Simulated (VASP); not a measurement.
# Ge2Sb2Te5 (P-3m1) in VASP: single point with LDA

Aim: the single point of Ge2Sb2Te5 with LDA.

Program: VASP 6.6.1. These are calculated values, not measurements. Logs are shortened: lines on timing, memory, paths and dates and some standing lists are left out, and cuts for length are marked.

**1. The cell of the first run**

The structure is trigonal, space group P-3m1 (No. 164). Conventional cell: a = 4.196 Å, b = 4.196 Å, c = 16.688 Å, α = 90.00°, β = 90.00°, γ = 120.00°. Ge (site symmetry 3m) has 6 Te at 2.93 to 2.95 Å within 3.9 Å. Sb (site symmetry 3m) has 6 Te at 2.97 to 3.13 Å within 3.9 Å. Te (site symmetry -3m) has 6 Ge at 2.95 Å within 3.9 Å. Within 3.9 Å of Te (site symmetry 3m) lie 3 Ge at 2.93 Å and 3 Sb at 3.13 Å. Within 3.9 Å of Te (site symmetry 3m) lie 3 Sb at 2.97 Å and 3 Te at 3.58 Å.

**2. Single point, LDA**

INCAR

```
ALGO     = Normal         # electronic algorithm
EDIFF    = 1E-6           # SCF threshold, eV
ENCUT    = 520            # plane-wave cutoff, eV
ISIF     = 2              # what is computed and relaxed
ISMEAR   = 0              # smearing method
LASPH    = True           # aspherical terms in the spheres
LCHARG   = False          # write CHGCAR
LREAL    = False          # projectors in reciprocal space
LWAVE    = False          # write WAVECAR
NBANDS   = 44             # bands
NELM     = 60             # most SCF steps
PREC     = Accurate       # precision mode
SIGMA    = 0.01           # smearing width, eV
```

KPOINTS

```
k-points
0
Gamma
  9 9 2
```

POSCAR

```
Ge2Sb2Te5
1.0
    4.1960898729      0.0000000000      0.0000000000
   -2.0980449365      3.6339204265      0.0000000000
    0.0000000000      0.0000000000     16.6879309385
Ge Sb Te
2 2 5
Direct
    0.3333333333      0.6666666667      0.8994080055
    0.6666666667      0.3333333333      0.1005919945
    0.0000000000      0.0000000000      0.6818937998
    0.0000000000      0.0000000000      0.3181062002
    0.0000000000      0.0000000000      0.0000000000
    0.6666666667      0.3333333333      0.8009932780
    0.3333333333      0.6666666667      0.1990067220
    0.3333333333      0.6666666667      0.5790837894
    0.6666666667      0.3333333333      0.4209162106
```

Potentials or basis: VASP PAW LDA potentials, release 64 (Ge_d, Sb, Te).

Run with:

```console
$ cat potpaw_LDA.64/Ge_d/POTCAR potpaw_LDA.64/Sb/POTCAR potpaw_LDA.64/Te/POTCAR > POTCAR
$ mpirun -np 1 vasp_std > vasp.out
```

OUTCAR:

```text
EDIFF = 1E-6
   ENCUT = 520
   ISIF = 2
   ISMEAR = 0
   LASPH = True
   LREAL = False
   NELM = 60
   PREC = Accurate

 ion  position               nearest neighbor table
   1  0.333  0.667  0.899-   6 2.93   6 2.93   6 2.93   5 2.95   5 2.95   5 2.95
   2  0.667  0.333  0.101-   7 2.93   7 2.93   7 2.93   5 2.95   5 2.95   5 2.95
   3  0.000  0.000  0.682-   8 2.97   8 2.97   8 2.97   6 3.13   6 3.13   6 3.13
   4  0.000  0.000  0.318-   9 2.97   9 2.97   9 2.97   7 3.13   7 3.13   7 3.13
   5  0.000  0.000  0.000-   1 2.95   2 2.95   2 2.95   1 2.95   2 2.95   1 2.95
   6  0.667  0.333  0.801-   1 2.93   1 2.93   1 2.93   3 3.13   3 3.13   3 3.13
   7  0.333  0.667  0.199-   2 2.93   2 2.93   2 2.93   4 3.13   4 3.13   4 3.13
   8  0.333  0.667  0.579-   3 2.97   3 2.97   3 2.97   9 3.58   9 3.58   9 3.58
   9  0.667  0.333  0.421-   4 2.97   4 2.97   4 2.97   8 3.58   8 3.58   8 3.58

  LATTYP: Found a hexagonal cell.
 ALAT       =     4.1960898729
 C/A-ratio  =     3.9770194262

  Lattice vectors:

 A1 = (   4.1960898729,   0.0000000000,   0.0000000000)
 A2 = (  -2.0980449365,   3.6339204265,   0.0000000000)
 A3 = (   0.0000000000,   0.0000000000,  16.6879309385)

Analysis of symmetry for initial positions (statically):
=====================================================================
 Subroutine PRICEL returns:
 Original cell was already a primitive cell.

 Routine SETGRP: Setting up the symmetry group for a
 hexagonal supercell.

 Subroutine GETGRP returns: Found 12 space group operations
 (whereof 12 operations were pure point group operations)
 out of a pool of 24 trial point group operations.

The static configuration has the point symmetry D_3d.

Analysis of symmetry for dynamics (positions and initial velocities):
=====================================================================
 Subroutine PRICEL returns:
 Original cell was already a primitive cell.

 Routine SETGRP: Setting up the symmetry group for a
 hexagonal supercell.

 Subroutine GETGRP returns: Found 12 space group operations
 (whereof 12 operations were pure point group operations)
 out of a pool of 24 trial point group operations.

The dynamic configuration has the point symmetry D_3d.

 Subroutine INISYM returns: Found 12 space group operations
 (whereof 12 operations are pure point group operations),
 and found     1 'primitive' translations

----------------------------------------------------------------------------------------

                                     Primitive cell

  volume of cell :     254.4619

  direct lattice vectors                    reciprocal lattice vectors
     4.196089873  0.000000000  0.000000000     0.238317107  0.137592446  0.000000000
    -2.098044937  3.633920427  0.000000000     0.000000000  0.275184892  0.000000000
     0.000000000  0.000000000 16.687930938     0.000000000  0.000000000  0.059923546

  length of vectors
     4.196089873  4.196089873 16.687930938     0.275184892  0.275184892  0.059923546

  position of ions in fractional coordinates (direct lattice)
     0.333333333  0.666666667  0.899408005
     0.666666667  0.333333333  0.100591995
     0.000000000  0.000000000  0.681893800
     0.000000000  0.000000000  0.318106200
     0.000000000  0.000000000  0.000000000
     0.666666667  0.333333333  0.800993278
     0.333333333  0.666666667  0.199006722
     0.333333333  0.666666667  0.579083789
     0.666666667  0.333333333  0.420916211

  ion indices of the primitive-cell ions
   primitive index   ion index
                 1           1
                 2           2
                 3           3
                 4           4
                 5           5
                 6           6
                 7           7
                 8           8
                 9           9

----------------------------------------------------------------------------------------

 KPOINTS: k-points

Automatic generation of k-mesh.
 Grid dimensions read from file:
 generate k-points for:    9    9    2

 Generating k-lattice:

  Cartesian coordinates                     Fractional coordinates (reciprocal lattice)
     0.026479679  0.015288050  0.000000000     0.111111111 -0.000000000  0.000000000
     0.000000000  0.030576099  0.000000000     0.000000000  0.111111111  0.000000000
     0.000000000  0.000000000  0.029961773     0.000000000  0.000000000  0.500000000

  Length of vectors
     0.030576099  0.030576099  0.029961773

  Shift w.r.t. Gamma in fractional coordinates (k-lattice)
     0.000000000  0.000000000  0.000000000

 Subroutine IBZKPT returns following result:
 ===========================================

 Found     24 irreducible k-points:

 Following reciprocal coordinates:
            Coordinates               Weight
  0.000000  0.000000  0.000000      1.000000
  0.111111 -0.000000  0.000000      6.000000
  0.222222  0.000000  0.000000      6.000000
  0.333333  0.000000  0.000000      6.000000
  0.444444  0.000000  0.000000      6.000000
  0.111111  0.111111  0.000000      6.000000
[... 16 lines left out ...]
  0.333333  0.222222  0.500000     12.000000
  0.333333  0.333333  0.500000      2.000000
   k-points           NKPTS =     24   k-points in BZ     NKDIM =     24   number of bands    NBANDS=     44
   number of dos      NEDOS =    301   number of ions     NIONS =      9
   total plane-waves  NPLWV = 129024
   dimension x,y,z NGX =    32 NGY =   32 NGZ =  126
   dimension x,y,z NGXF=    64 NGYF=   64 NGZF=  252
   ions per type =               2   2   5
   NGX,Y,Z   is equivalent  to a cutoff of  12.68, 12.68, 12.55 a.u.
   NGXF,Y,Z  is equivalent  to a cutoff of  25.36, 25.36, 25.10 a.u.
 SYSTEM =  unknown system
   PREC   = accura    normal or accurate (medium, high low for compatibility)
   ISTART =      0    job   : 0-new  1-cont  2-samecut
   ICHARG =      2    charge: 1-file 2-atom 10-const
   ISPIN  =      1    spin polarized calculation?
   LNONCOLLINEAR =      F non collinear calculations
   LSORBIT =      F    spin-orbit coupling
   LASPH  =      T    aspherical Exc in radial PAW
   ENCUT  =  520.0 eV  38.22 Ry    6.18 a.u.   7.80  7.80 31.03*2*pi/ulx,y,z
   NELM   =     60;   NELMIN=  2; NELMDL= -5     # of ELM steps
   EDIFF  = 0.1E-05   stopping-criterion for ELM
   LREAL  =      F    real-space projection
   EDIFFG = 0.1E-04   stopping-criterion for IOM
   NSW    =      0    number of steps for IOM
   IBRION =     -1    ionic relax: 0-MD 1-quasi-New 2-CG
   NFREE  =      0    steps in history (QN), initial steepest desc. (CG)
   ISIF   =      2    stress and relaxation
   ISYM   =      2    0-nonsym 1-usesym 2-fastsym
   POTIM  = 0.5000    time-step for ionic-motion
   TEBEG  =    0.0;   TEEND  =   0.0 temperature during run
   PSTRESS=    0.0 pullay stress
   NELECT =      68.0000    total number of electrons
   NUPDOWN=      -1.0000    fix difference up-down
   EMIN   =  10.00;   EMAX   =-10.00  energy-range for DOS
   EFERMI =   0.00;   METHOD = LEGACY
   ISMEAR =     0;   SIGMA  =   0.01  broadening in eV -4-tet -1-fermi 0-gaus
   EFERMI_NEDOS =   21; number of points for ismear=-14 and -15
   IALGO  =     38    algorithm
   IMIX   =      4    mixing-type and parameters
     AMIX     =   0.40;   BMIX     =  1.00
     AMIX_MAG =   1.60;   BMIX_MAG =  1.00
  volume/ion in A,a.u.               =      28.27       190.80
  Fermi-wavevector in a.u.,A,eV,Ry     =   1.054477  1.992672 15.128599  1.111921
  Thomas-Fermi vector in A             =   2.189638
   LORBIT       =      0    0 simple, 1 ext, 2 COOP (PROOUT), +10 PAW based schemes
   GGA     = CA    functional components
   LHFCALC =     F    Hartree Fock is set to
   AEXX    =    0.0000 exact exchange contribution
   IVDW    =     0    specifies the selected vdW correction
   LEPSILON=     F    determine dielectric tensor
   LRPA    =     F    only Hartree local field effects (RPA)
 non-spin polarized calculation
 Gauss-broadening in eV      SIGMA  =   0.01
  energy-cutoff  :      520.00
  volume of cell :      254.46
 maximum number of plane-waves:      6902
 NGX is ok and might be reduce to    32
   NGX = 15   NGY = 15   NGZ = 63

 number of electron      68.0000002 magnetization

 Free energy of the ion-electron system (eV)
  ---------------------------------------------------
  ext. energy  EPLUGINS =         0.00000000
  ---------------------------------------------------
  free energy    TOTEN  =       -39.96221985 eV

  energy without entropy =      -39.96221710  energy(sigma->0) =      -39.96221847

 E-fermi :   7.0727     XC(G=0):  -9.9605

 val. band max:        7.0545879849   @ k =   0.0000   0.0000   0.0000
 cond. band min:       7.0923801161   @ k =   0.0000   0.0000   0.0000
 fundamental gap:      0.0377921312
 Fermi energy:         7.0726618026

 k-point     1 :       0.0000    0.0000    0.0000
  band No.  band energies     occupation
      1     -18.1012      2.00000
      2     -18.1012      2.00000
      3     -18.1001      2.00000
      4     -18.1001      2.00000
      5     -18.0919      2.00000
      6     -18.0917      2.00000
[... 36 lines left out ...]
     43       8.6234      0.00000
     44       9.7492      0.00000

 k-point     2 :       0.1111   -0.0000    0.0000
  band No.  band energies     occupation
      1     -18.1017      2.00000
      2     -18.1011      2.00000
      3     -18.1003      2.00000
      4     -18.0999      2.00000
      5     -18.0920      2.00000
      6     -18.0917      2.00000
[... 36 lines left out ...]
     43       9.1030      0.00000
     44       9.8841      0.00000

 k-point     3 :       0.2222    0.0000    0.0000
  band No.  band energies     occupation
      1     -18.1028      2.00000
      2     -18.1011      2.00000
      3     -18.1008      2.00000
      4     -18.0995      2.00000
      5     -18.0923      2.00000
      6     -18.0913      2.00000
[... 976 lines left out ...]
     43      10.8416      0.00000
     44      11.0532      0.00000

 k-point    24 :       0.3333    0.3333    0.5000
  band No.  band energies     occupation
      1     -18.1034      2.00000
      2     -18.1019      2.00000
      3     -18.1019      2.00000
      4     -18.1001      2.00000
      5     -18.0910      2.00000
      6     -18.0910      2.00000
[... 36 lines left out ...]
     43      11.2177      0.00000
     44      12.1528      0.00000

------------------------ aborting loop because EDIFF is reached ----------------------------------------

  FORCE on cell =-STRESS in cart. coord.  units (eV):
  Direction    XX          YY          ZZ          XY          YZ          ZX
  --------------------------------------------------------------------------------------
  -------------------------------------------------------------------------------------
  Total        0.0494786      0.0494786      0.0709595     -0.0000000      0.0000000     -0.0000000
  in kB        0.3115339      0.3115339      0.4467847     -0.0000000      0.0000000     -0.0000000
  external PRESSURE =       0.3566175 kB  Pullay stress =       0.0000000 kB

 VOLUME and BASIS-vectors are now :
 -----------------------------------------------------------------------------
  energy-cutoff  :      520.00
  volume of cell :      254.46
      direct lattice vectors                 reciprocal lattice vectors
     4.196089873  0.000000000  0.000000000     0.238317107  0.137592446  0.000000000
    -2.098044937  3.633920427  0.000000000     0.000000000  0.275184892  0.000000000
     0.000000000  0.000000000 16.687930938     0.000000000  0.000000000  0.059923546

 POSITION                                       TOTAL-FORCE (eV/Angst)
 -----------------------------------------------------------------------------------
     -0.00000      2.42261     15.00926         0.000000      0.000000     -0.000249
      2.09804      1.21131      1.67867        -0.000000     -0.000000      0.000249
      0.00000      0.00000     11.37940         0.000000      0.000000      0.039286
      0.00000      0.00000      5.30853         0.000000     -0.000000     -0.039286
      0.00000      0.00000      0.00000         0.000000      0.000000      0.000000
      2.09804      1.21131     13.36692         0.000000      0.000000     -0.004364
     -0.00000      2.42261      3.32101         0.000000     -0.000000      0.004364
     -0.00000      2.42261      9.66371        -0.000000      0.000000     -0.047631
      2.09804      1.21131      7.02422         0.000000     -0.000000      0.047631
 -----------------------------------------------------------------------------------
    total drift:                               -0.000000     -0.000000      0.000000

  FREE ENERGIE OF THE ION-ELECTRON SYSTEM (eV)
  ---------------------------------------------------
  free  energy   TOTEN  =       -39.9622198499 eV

  energy  without entropy=      -39.9622170950  energy(sigma->0) =      -39.96221847
```

It took 11 min on 1 thread of Intel Xeon 8259CL, shared host; peak memory 0.43 GiB.

Results:

```
Free energy            : -39.9622 eV
Pressure               : 0.0 GPa
Largest force          : 0.048 eV/Å
Band gap on the k mesh : 0.04 eV
```

Forces in eV/Å, atoms in the order of the input:
```
Ge   0.000  0.000  0.000
Ge   0.000  0.000  0.000
Sb   0.000  0.000  0.039
Sb   0.000  0.000 -0.039
Te   0.000  0.000  0.000
Te   0.000  0.000 -0.004
Te   0.000  0.000  0.004
Te   0.000  0.000 -0.048
Te   0.000  0.000  0.048
```

Caveat: spin-orbit coupling is left out, which moves the levels of the heavy elements; an odd mesh through Γ misses points on the zone boundary, where band edges can lie.
